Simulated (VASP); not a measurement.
A run of VASP 6.6.1:

INCAR

```
ALGO = Normal
DIPOL = 0.5 0.5 0.323
EDIFF = 1E-6
ENCUT = 520
GGA = PE
IDIPOL = 3
ISIF = 2
ISMEAR = 0
LASPH = T
LCHARG = F
LDIPOL = T
LREAL = F
LWAVE = F
NBANDS = 86
NELM = 80
PREC = Accurate
SIGMA = 0.1
```

KPOINTS

```
k-points
0
Gamma
  5 6 1
```

The input POSCAR:

```
Ti6H
1.0
    5.6639455763      0.0000000000      0.0000000000
    0.0000000000      4.5793473381      0.0000000000
    0.0000000000      0.0000000000     24.5506933039
Ti H
12 2
Direct
    0.2500000000      0.0000000000      0.1629281891
    0.7500000000      0.0000000000      0.1629281891
    0.0000000000      0.5000000000      0.2167736627
    0.5000000000      0.5000000000      0.2167736627
    0.2500000000      0.0000000000      0.2706191363
    0.7500000000      0.0000000000      0.2706191363
    0.2500000000      0.5000000000      0.3256599435
    0.7500000000      0.5000000000      0.3256599435
    0.0000000000      0.0000000000      0.3779650127
    0.5000000000      0.0000000000      0.3779650127
    0.2500000000      0.5000000000      0.4297513383
    0.7500000000      0.5000000000      0.4297513383
   -0.0573804949      0.0000000000      0.4741492698
    0.0573804949      0.0000000000      0.4741492698
```

Potentials or basis: VASP PAW PBE potentials, release 64 (Ti_sv, H).

The run is started by

```sh
$ cat potpaw_PBE.64/Ti_sv/POTCAR potpaw_PBE.64/H/POTCAR > POTCAR
$ mpirun -np 1 vasp_std > vasp.out
```

Hardware: 1 thread of Intel(R) Xeon(R) Platinum 8259CL CPU @ 2.50GHz (Skylake/Cascade Lake), with other jobs on the host.

**Question.** Estimate the wall time of this run.

**Answer.** It took 50 min on 1 thread of Intel(R) Xeon(R) Platinum 8259CL CPU @ 2.50GHz (Skylake/Cascade Lake), on a shared host, peak memory 0.87 GiB. Counts: scf iterations 45, k points 12.
